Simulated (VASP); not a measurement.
The system is CsPbBr3.

```
Pb Cs Br
1.0
     5.87000    0.00000    0.00000
     0.00000    5.87000    0.00000
     0.00000    0.00000    5.87000
Pb Cs Br
1 1 3
Direct
  0.50000 0.50000 0.50000
  0.00000 0.00000 0.00000
  0.50000 0.50000 0.00000
  0.50000 0.00000 0.50000
  0.00000 0.50000 0.50000
```

Program: VASP 6.6.1. Alike in all runs: potentials or basis VASP PAW PBE potentials, release 64 (Pb_d, Cs_sv, Br); no spin polarisation; cell as given; cutoff (eV) 520.

Task: Order these runs on this cell by their band gap on the k mesh, lowest first.
A. level r2SCAN; k mesh 5 × 5 × 5; smearing fermi-dirac 0.05 eV; dipole correction no
B. level HSE06; k mesh 4 × 4 × 4; smearing gaussian 0.02 eV; grid for exact exchange (PRECFOCK) Fast; share of exact exchange 0.25; screening parameter 0.2 1/Å
C. level PBE0; k mesh 4 × 4 × 4; smearing gaussian 0.02 eV; grid for exact exchange (PRECFOCK) Fast; exchange at q = 0 truncated; share of exact exchange 0.25
D. level PBEsol; k mesh 4 × 4 × 4; smearing fermi-dirac 0.05 eV; dipole correction no
E. level r2SCAN; k mesh 4 × 4 × 4; smearing gaussian 0.01 eV; dipole correction no

Result: D (1.42 eV), E (1.90 eV), B (2.13 eV), C (2.76 eV), A (2.99 eV).

Caveats: spin-orbit coupling is left out, which moves the levels of the heavy elements; an odd mesh through Γ misses points on the zone boundary, where band edges can lie (at least some runs).

A k mesh can miss the band edges, odd and even meshes differently.
